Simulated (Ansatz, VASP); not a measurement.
**One calculation of AlN, two programs**

POSCAR

```
AlN
1.0
    3.1066984497      0.0000000000      0.0000000000
   -1.5533492249      2.6904797793      0.0000000000
    0.2240353557      0.0000000000      4.9785634599
Al N
2 2
Direct
    0.6650747822      0.3333545881      0.4992807744
    0.3317201941      0.6666454119      0.9992807744
    0.6681491264      0.3330932290      0.8807192256
    0.3350558973      0.6669067710      0.3807192256
```

File INCAR.step1:

```
SYSTEM = AlN
ALGO = Normal ; EDIFF = 1E-4
ENCUT = 520 ; GGA = PE
ISMEAR = 0 ; LASPH = .TRUE.
LCHARG = .FALSE. ; LREAL = .FALSE.
LWAVE = .TRUE. ; NELM = 80
PREC = Accurate ; SIGMA = 0.02
```

INCAR.step2

```
SYSTEM = AlN
ALGO = Normal ; EDIFF = 1E-7
EDIFFG = -0.008 ; ENCUT = 520
IBRION = 2 ; ISIF = 2
ISMEAR = 0 ; ISTART = 1
LASPH = .TRUE. ; LCHARG = .FALSE.
LMIXTAU = .TRUE. ; LREAL = .FALSE.
LWAVE = .FALSE. ; METAGGA = R2SCAN
NELM = 80 ; NSW = 60
PREC = Accurate ; SIGMA = 0.02
```

The input KPOINTS:

```
k-points
0
G
  9 9 6
  0 0 0
```

Input for Ansatz:

```yaml
crystal:
  lattice:
    - [3.1066984497, 0.0, 0.0]
    - [-1.5533492249, 2.6904797793, 0.0]
    - [0.2240353557, 0.0, 4.9785634599]
  atoms:
    - { symbol: Al, position: [0.6650747822, 0.3333545881, 0.4992807744] }
    - { symbol: Al, position: [0.3317201941, 0.6666454119, 0.9992807744] }
    - { symbol: "N", position: [0.6681491264, 0.333093229, 0.8807192256] }
    - { symbol: "N", position: [0.3350558973, 0.666906771, 0.3807192256] }
basis:
  ecutwfc: 500
kpoints:
  mp_grid: { grid: [9, 9, 6] }
hamiltonian:
  xc: r2scan
scf:
  occupations: { method: gaussian, width: 0.02 }
output:
  forces: true
  stress: true
  eigenvalues: true
relax:
  adjacent_minimum: "off"
  f_tol: 0.008
  max_steps: 40
```

Change from the starting cell: shear of c along a, cell held, atoms relaxed: +4.5 %.

Alike in both runs: task relaxation of the atoms; functional r2SCAN; k mesh 9 × 9 × 6; occupations gaussian, width 0.02 eV; no spin polarisation.

|  | VASP | Ansatz |
| --- | --- | --- |
| version | VASP 6.6.1 | Ansatz 0.2.0 |
| potentials or method | VASP PAW PBE potentials, release 64 (Al, N), cutoff 520 eV | scalar-relativistic, plane waves, PAW |
| valence electrons in the cell | 16 | 16 |

|  | VASP | Ansatz | Ansatz less VASP |
| --- | --- | --- | --- |
| gap on the k mesh at the Fermi level, each at its own relaxed structure (eV) | 4.82 | 4.79 | -0.039 |

VASP's potentials were made for PBE, not for r2SCAN. Ansatz's warnings: stress scf threshold loose.
